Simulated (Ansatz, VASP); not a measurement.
**One calculation of Zr3TiSi8, two programs**

```
CELL_PARAMETERS angstrom
7.30546 0.00000 0.00000
0.00000 1.83670 7.25440
0.00000 -1.83670 7.25440
ATOMIC_POSITIONS crystal
Zr 0.75133 0.60585 0.60585
Zr 0.24867 0.60585 0.60585
Zr 0.50000 0.39650 0.39650
Ti 0.00000 0.39477 0.39477
Si 0.00000 0.05112 0.05112
Si 0.50000 0.05053 0.05053
Si 0.75782 0.94094 0.94094
Si 0.24218 0.94094 0.94094
Si 0.75423 0.25329 0.25329
Si 0.24577 0.25329 0.25329
Si 0.00000 0.75582 0.75582
Si 0.50000 0.75109 0.75109
```

Alike in both runs: functional PBE; k mesh 4 × 6 × 6; occupations gaussian, width 0.1 eV; no spin polarisation.

Ansatz relaxed the structure, and its values are those at the end. VASP's run is a single point on that final structure, the one shown.

|  | VASP | Ansatz |
| --- | --- | --- |
| version | VASP 6.6.1 | Ansatz 0.2.0 |
| potentials or method | VASP PAW PBE potentials, release 64 (Zr_sv, Ti_sv, Si), cutoff 520 eV | scalar-relativistic, plane waves, PAW |
| valence electrons in the cell | 80 | 80 |

|  | VASP | Ansatz | Ansatz less VASP |
| --- | --- | --- | --- |
| gap on the k mesh at the Fermi level (eV) | none | none | - |
| pressure (GPa) | 0.0 | 0.0 | -0.02 |
| rms of the force components (eV/Å) | 0.006 | 0.003 | -0.0024 |

A gap of «none» marks a metal or a gap that the smearing closes. With one functional, cell and mesh, what is left measures potentials, basis and numerics.
